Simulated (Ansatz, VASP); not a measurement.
**CuO in VASP and in Ansatz**

```
Cu O
1.0
     1.99097   -2.15355    0.00000
     1.99097    2.15355    0.00000
     0.00000    0.00000    5.15593
Cu O
2 2
Direct
  0.50000 0.00000 0.00000
  0.00000 0.50000 0.50000
  0.50000 0.50000 0.25000
  0.50000 0.50000 0.75000
```

Alike in both runs: functional LDA; k mesh 9 × 9 × 5; occupations fermi-dirac, width 0.05 eV; no spin polarisation.

|  | VASP | Ansatz |
| --- | --- | --- |
| version | VASP 6.6.1 | Ansatz 0.2.0 |
| potentials or method | VASP PAW LDA potentials, release 64 (Cu_sv_GW, O) | Ansatz PAW |
| plane-wave cutoff (eV) | 820 | 420 |
| valence electrons in the cell | 50 | 50 |
| task | single point | band structure |

Ansatz gave:

- gap on the k mesh at the Fermi level (eV): none
- pressure (GPa): -12.2
- traceless stress, the component that is largest in VASP (GPa): -2.79

Task: Estimate VASP's values.

Result: gap on the k mesh at the Fermi level (eV): none; pressure (GPa): -12.5; traceless stress, the component that is largest in VASP (GPa): -2.59.

LDA's correlation is that of Perdew and Zunger in VASP and of Perdew and Wang (1992) in Ansatz. A gap of «none» marks a metal or a gap that the smearing closes.
